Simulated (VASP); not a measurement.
# Nb (I4/mmm) in VASP: notebook

Runs on Nb. Level: PBE. Tasks: single point.

All numbers are computed with VASP 6.6.1; they aren't measurements. Logs are shortened: lines on timing, memory, paths and dates and some standing lists are left out, and cuts for length are marked.

## 1. The cell of the first run

It takes space group I4/mmm (No. 139, tetragonal). The conventional cell has a = 2.991 Å, b = 2.991 Å, c = 4.336 Å, α = 90.00°, β = 90.00°, γ = 90.00°. Within 3.9 Å of Nb (site symmetry 4/mmm) lie 12 Nb at 2.99 to 3.03 Å.

## 2. Single point, PBE (strain +0.0250 x Voigt [1, 0, 0, 0, 0, 0])

INCAR

```
SYSTEM = Nb
PREC     = Accurate       ! precision mode
ENCUT    = 520            ! plane-wave cutoff, eV
EDIFF    = 1E-6           ! SCF threshold, eV
ISMEAR   = 0              ! smearing method
SIGMA    = 0.15           ! smearing width, eV
LREAL    = .FALSE.        ! projectors in reciprocal space
LASPH    = .TRUE.         ! aspherical terms in the spheres
NELM     = 60             ! most SCF steps
ALGO     = Fast           ! electronic algorithm
ISIF     = 2              ! what is computed and relaxed
LWAVE    = .FALSE.        ! write WAVECAR
LCHARG   = .FALSE.        ! write CHGCAR
GGA      = PE             ! functional
NBANDS   = 12             ! bands
```

KPOINTS

```
Automatic mesh
0
G
  20 20 20
  0 0 0
```

POSCAR

```
Nb
1.0
    0.0000000000      2.1150000000      2.1150000000
    2.1678750000      0.0000000000      2.1150000000
    2.1678750000      2.1150000000      0.0000000000
Nb
1
Direct
    0.0000000000      0.0000000000      0.0000000000
```

Potentials or basis: VASP PAW PBE potentials, release 64 (Nb_sv).

Command:

```
cat potpaw_PBE.64/Nb_sv/POTCAR > POTCAR
mpirun -np 1 vasp_std > vasp.out
```

OUTCAR:

```text
SYSTEM = Nb
   PREC = Accurate
   ENCUT = 520
   EDIFF = 1E-6
   ISMEAR = 0
   LREAL = .FALSE.
   LASPH = .TRUE.
   NELM = 60
   ISIF = 2
   GGA = PE

 ion  position               nearest neighbor table
   1  0.000  0.000  0.000-

  LATTYP: Found a body centered tetragonal cell.
 ALAT       =     2.9910616844
 C/A-ratio  =     1.4495689014

  Lattice vectors:

 A1 = (   2.1678750000,   0.0000000000,   2.1150000000)
 A2 = (   2.1678750000,   0.0000000000,  -2.1150000000)
 A3 = (  -2.1678750000,   2.1150000000,   0.0000000000)

Analysis of symmetry for initial positions (statically):
=====================================================================
 Subroutine PRICEL returns:
 Original cell was already a primitive cell.

 Routine SETGRP: Setting up the symmetry group for a
 body centered tetragonal supercell.

 Subroutine GETGRP returns: Found 16 space group operations
 (whereof 16 operations were pure point group operations)
 out of a pool of 16 trial point group operations.

The static configuration has the point symmetry D_4h.

Analysis of symmetry for dynamics (positions and initial velocities):
=====================================================================
 Subroutine PRICEL returns:
 Original cell was already a primitive cell.

 Routine SETGRP: Setting up the symmetry group for a
 body centered tetragonal supercell.

 Subroutine GETGRP returns: Found 16 space group operations
 (whereof 16 operations were pure point group operations)
 out of a pool of 16 trial point group operations.

The dynamic configuration has the point symmetry D_4h.

 Subroutine INISYM returns: Found 16 space group operations
 (whereof 16 operations are pure point group operations),
 and found     1 'primitive' translations

----------------------------------------------------------------------------------------

                                     Primitive cell

  volume of cell :      19.3948

  direct lattice vectors                    reciprocal lattice vectors
     0.000000000  2.115000000  2.115000000    -0.230640604  0.236406619  0.236406619
     2.167875000  0.000000000  2.115000000     0.230640604 -0.236406619  0.236406619
     2.167875000  2.115000000  0.000000000     0.230640604  0.236406619 -0.236406619

  length of vectors
     2.991061684  3.028680738  3.028680738     0.406166552  0.406166552  0.406166552

  position of ions in fractional coordinates (direct lattice)
     0.000000000  0.000000000  0.000000000

  ion indices of the primitive-cell ions
   primitive index   ion index
                 1           1

----------------------------------------------------------------------------------------

 KPOINTS: Automatic mesh

Automatic generation of k-mesh.
 Grid dimensions read from file:
 generate k-points for:   20   20   20

 Generating k-lattice:

  Cartesian coordinates                     Fractional coordinates (reciprocal lattice)
    -0.011532030  0.011820331  0.011820331     0.050000000  0.000000000  0.000000000
     0.011532030 -0.011820331  0.011820331     0.000000000  0.050000000  0.000000000
     0.011532030  0.011820331 -0.011820331     0.000000000  0.000000000  0.050000000

  Length of vectors
     0.020308328  0.020308328  0.020308328

  Shift w.r.t. Gamma in fractional coordinates (k-lattice)
     0.000000000  0.000000000  0.000000000

 Subroutine IBZKPT returns following result:
 ===========================================

 Found    641 irreducible k-points:

 Following reciprocal coordinates:
            Coordinates               Weight
  0.000000  0.000000  0.000000      1.000000
  0.050000  0.000000  0.000000      8.000000
  0.100000  0.000000  0.000000      8.000000
  0.150000  0.000000  0.000000      8.000000
  0.200000  0.000000  0.000000      8.000000
  0.250000  0.000000  0.000000      8.000000
[... 16 lines left out ...]
 -0.400000  0.050000 -0.000000     16.000000
 -0.350000  0.050000 -0.000000     16.000000
 [... further k-points ...]
   k-points           NKPTS =    641   k-points in BZ     NKDIM =    641   number of bands    NBANDS=     12
   number of dos      NEDOS =    301   number of ions     NIONS =      1
   total plane-waves  NPLWV =  13824
   dimension x,y,z NGX =    24 NGY =   24 NGZ =   24
   dimension x,y,z NGXF=    48 NGYF=   48 NGZF=   48
   ions per type =               1
   NGX,Y,Z   is equivalent  to a cutoff of  13.34, 13.17, 13.17 a.u.
   NGXF,Y,Z  is equivalent  to a cutoff of  26.68, 26.35, 26.35 a.u.
 SYSTEM =  Nb
   PREC   = accura    normal or accurate (medium, high low for compatibility)
   ISTART =      0    job   : 0-new  1-cont  2-samecut
   ICHARG =      2    charge: 1-file 2-atom 10-const
   ISPIN  =      1    spin polarized calculation?
   LNONCOLLINEAR =      F non collinear calculations
   LSORBIT =      F    spin-orbit coupling
   LASPH  =      T    aspherical Exc in radial PAW
   ENCUT  =  520.0 eV  38.22 Ry    6.18 a.u.   5.56  5.63  5.63*2*pi/ulx,y,z
   NELM   =     60;   NELMIN=  2; NELMDL= -5     # of ELM steps
   EDIFF  = 0.1E-05   stopping-criterion for ELM
   LREAL  =      F    real-space projection
   EDIFFG = 0.1E-04   stopping-criterion for IOM
   NSW    =      0    number of steps for IOM
   IBRION =     -1    ionic relax: 0-MD 1-quasi-New 2-CG
   NFREE  =      0    steps in history (QN), initial steepest desc. (CG)
   ISIF   =      2    stress and relaxation
   ISYM   =      2    0-nonsym 1-usesym 2-fastsym
   POTIM  = 0.5000    time-step for ionic-motion
   TEBEG  =    0.0;   TEEND  =   0.0 temperature during run
   PSTRESS=    0.0 pullay stress
   NELECT =      13.0000    total number of electrons
   NUPDOWN=      -1.0000    fix difference up-down
   EMIN   =  10.00;   EMAX   =-10.00  energy-range for DOS
   EFERMI =   0.00;   METHOD = LEGACY
   ISMEAR =     0;   SIGMA  =   0.15  broadening in eV -4-tet -1-fermi 0-gaus
   EFERMI_NEDOS =   21; number of points for ismear=-14 and -15
   IALGO  =     68    algorithm
   IMIX   =      4    mixing-type and parameters
     AMIX     =   0.40;   BMIX     =  1.00
     AMIX_MAG =   1.60;   BMIX_MAG =  1.00
  volume/ion in A,a.u.               =      19.39       130.88
  Fermi-wavevector in a.u.,A,eV,Ry     =   1.432719  2.707446 27.928449  2.052683
  Thomas-Fermi vector in A             =   2.552316
   LORBIT       =      0    0 simple, 1 ext, 2 COOP (PROOUT), +10 PAW based schemes
   GGA     = PE    functional components
   LHFCALC =     F    Hartree Fock is set to
   AEXX    =    0.0000 exact exchange contribution
   IVDW    =     0    specifies the selected vdW correction
   LEPSILON=     F    determine dielectric tensor
   LRPA    =     F    only Hartree local field effects (RPA)
 non-spin polarized calculation
 RMM-DIIS sequential band-by-band and
 Gauss-broadening in eV      SIGMA  =   0.15
  energy-cutoff  :      520.00
  volume of cell :       19.39
 maximum number of plane-waves:       540
   NGX = 11   NGY = 11   NGZ = 11

 number of electron      12.9999999 magnetization

 Free energy of the ion-electron system (eV)
  ---------------------------------------------------
  ext. energy  EPLUGINS =         0.00000000
  ---------------------------------------------------
  free energy    TOTEN  =        -9.89662555 eV

  energy without entropy =       -9.87950802  energy(sigma->0) =       -9.88806678

 E-fermi :  10.5181     XC(G=0): -12.1254

 val. band max:       10.5177600323   @ k =  -0.1000   0.2500   0.2000
 cond. band min:      10.5230718780   @ k =   0.1000   0.0500   0.0500
 fundamental gap:      0.0053118457
 Fermi energy:        10.5180881974

 k-point     1 :       0.0000    0.0000    0.0000
  band No.  band energies     occupation
      1     -44.3174      2.00000
      2     -19.7649      2.00000
      3     -19.7605      2.00000
      4     -19.7605      2.00000
      5       4.3736      2.00000
      6      10.4538      1.45558
      7      10.7374      0.03869
      8      10.7374      0.03869
      9      12.9222      0.00000
     10      13.2997      0.00000
     11      22.3038      0.00000
     12      26.4722      0.00000

 k-point     2 :       0.0500    0.0000    0.0000
  band No.  band energies     occupation
      1     -44.3133      2.00000
      2     -19.7898      2.00000
      3     -19.7673      2.00000
      4     -19.7635      2.00000
      5       4.4639      2.00000
      6      10.4525      1.46349
      7      10.7092      0.07155
      8      10.7795      0.01373
      9      12.8897      0.00000
     10      13.2584      0.00000
     11      22.4854      0.00000
     12      26.3554      0.00000

 k-point     3 :       0.1000    0.0000    0.0000
  band No.  band energies     occupation
      1     -44.3015      2.00000
      2     -19.8699      2.00000
      3     -19.7787      2.00000
      4     -19.7723      2.00000
      5       4.7265      2.00000
      6      10.3484      1.89041
      7      10.7348      0.04103
      8      10.8941      0.00039
      9      12.8154      0.00000
     10      13.1553      0.00000
     11      22.9880      0.00000
     12      25.6099      0.00000
[... 286 lines left out ...]
 k-point    23 :      -0.4000    0.0500   -0.0000
  band No.  band energies     occupation
      1     -44.1584      2.00000
      2     -20.7539      2.00000
      3     -19.9205      2.00000
      4     -19.8879      2.00000
      5       6.8888      2.00000
      6      10.3921      1.76507
      7      10.6460      0.22767
      8      11.1529      0.00000
      9      14.4645      0.00000
     10      14.9856      0.00000
     11      20.9132      0.00000
     12      22.8284      0.00000

 k-point    24 :      -0.3500    0.0500   -0.0000
  band No.  band energies     occupation
      1     -44.1751      2.00000
      2     -20.6544      2.00000
      3     -19.9077      2.00000
      4     -19.8732      2.00000
      5       6.8517      2.00000
      6      10.4686      1.35888
      7      10.5915      0.48856
      8      10.8077      0.00632
      9      13.9536      0.00000
     10      14.6120      0.00000
     11      21.4053      0.00000
     12      23.7465      0.00000

 [... further k-points ...]

------------------------ aborting loop because EDIFF is reached ----------------------------------------

  FORCE on cell =-STRESS in cart. coord.  units (eV):
  Direction    XX          YY          ZZ          XY          YZ          ZX
  --------------------------------------------------------------------------------------
  -------------------------------------------------------------------------------------
  Total       -0.2056724     -0.8951152     -0.8951152     -0.0000000      0.0000000     -0.0000000
  in kB      -16.9903197    -73.9442718    -73.9442718     -0.0000000      0.0000000     -0.0000000
  external PRESSURE =     -54.9596211 kB  Pullay stress =       0.0000000 kB

 VOLUME and BASIS-vectors are now :
 -----------------------------------------------------------------------------
  energy-cutoff  :      520.00
  volume of cell :       19.39
      direct lattice vectors                 reciprocal lattice vectors
     0.000000000  2.115000000  2.115000000    -0.230640604  0.236406619  0.236406619
     2.167875000  0.000000000  2.115000000     0.230640604 -0.236406619  0.236406619
     2.167875000  2.115000000  0.000000000     0.230640604  0.236406619 -0.236406619

 POSITION                                       TOTAL-FORCE (eV/Angst)
 -----------------------------------------------------------------------------------
      0.00000      0.00000      0.00000         0.000000      0.000000     -0.000000
 -----------------------------------------------------------------------------------
    total drift:                                0.000000      0.000000     -0.000000

  FREE ENERGIE OF THE ION-ELECTRON SYSTEM (eV)
  ---------------------------------------------------
  free  energy   TOTEN  =        -9.8966255474 eV

  energy  without entropy=       -9.8795080225  energy(sigma->0) =       -9.88806678
```

It took 5.8 min on 1 thread of Intel Xeon 8259CL, shared host; peak memory 0.26 GiB.

Results:

| Property | Result |
| --- | --- |
| Free energy | -9.8966 eV |
| Pressure | -5.5 GPa |
| Band gap on the k mesh | zero (an odd number of electrons rules out a gap without spin polarisation) |

Stress tensor (GPa, compression positive):
```
-1.70  0.00  0.00
 0.00 -7.39  0.00
 0.00  0.00 -7.39
```

Levels at points of the mesh, in eV from the Fermi level:
```csv
k point,band 2,band 3,band 4,band 5,band 6,band 7,band 8,band 9,band 10,band 11
"(0.00, 0.00, 0.00)",-30.28,-30.28,-30.28,-6.14,-0.06,0.22,0.22,2.40,2.78,11.79
"(0.50, 0.00, 0.00)",-31.35,-30.44,-30.40,-3.71,-0.20,0.10,1.25,4.39,4.54,10.01
"(0.50, 0.50, 0.00)",-31.28,-30.70,-30.65,-3.88,-3.17,3.54,4.43,4.86,5.13,10.73
"(0.00, 0.50, 0.50)",-31.27,-30.63,-30.63,-3.87,-3.13,3.11,4.47,4.98,4.98,11.22
```

Caveat: the cell differs from its parent crystal (strain +0.0250 x Voigt [1, 0, 0, 0, 0, 0]); the stress differs along the axes, from -7 to -2 GPa.

## 3. Single point, PBE (strain +0.0500 x Voigt [1, 0, 0, 0, 0, 0])

INCAR

```
PREC = Accurate
ENCUT = 520
EDIFF = 1E-6
ISMEAR = 0
SIGMA = 0.15
LREAL = F
LASPH = T
NELM = 60
ALGO = Fast
ISIF = 2
LWAVE = F
LCHARG = F
GGA = PE
NBANDS = 12
```

KPOINTS

```
Automatic mesh
0
Gamma
  20 20 20
```

POSCAR

```
Nb
1.0
    0.0000000000      2.1150000000      2.1150000000
    2.2207500000      0.0000000000      2.1150000000
    2.2207500000      2.1150000000      0.0000000000
Nb
1
Direct
    0.0000000000      0.0000000000      0.0000000000
```

Potentials or basis: VASP PAW PBE potentials, release 64 (Nb_sv).

Command:

```
cat potpaw_PBE.64/Nb_sv/POTCAR > POTCAR
mpirun -np 1 vasp_std > vasp.out
```

It took 6.1 min on 1 thread of Intel Xeon 8259CL, shared host; peak memory 0.27 GiB.

The run converged. Its results:

- Free energy: -9.8900 eV
- Pressure: -9.1 GPa
- Band gap on the k mesh: zero (an odd number of electrons rules out a gap without spin polarisation)

Stress tensor (GPa, compression positive):
```
 -3.11   0.00   0.00
  0.00 -12.04   0.00
  0.00   0.00 -12.04
```

Levels at points of the mesh, in eV from the Fermi level:
```
           k point  band 3  band 4  band 5  band 6  band 7  band 8  band 9  band 10
(0.00, 0.00, 0.00)  -30.33  -30.33   -6.06   -0.20    0.35    0.35    2.16     2.89
(0.50, 0.00, 0.00)  -30.50  -30.42   -3.61   -0.29    0.28    1.20    4.20     4.48
(0.50, 0.50, 0.00)  -30.76  -30.66   -3.74   -3.04    3.56    4.27    4.58     5.13
(0.00, 0.50, 0.50)  -30.63  -30.63   -3.73   -2.98    2.74    4.37    4.83     4.83
```

Caveat: the cell differs from its parent crystal (strain +0.0500 x Voigt [1, 0, 0, 0, 0, 0]); the stress differs along the axes, from -12 to -3 GPa.

(Part 1 of 2 ends here.)
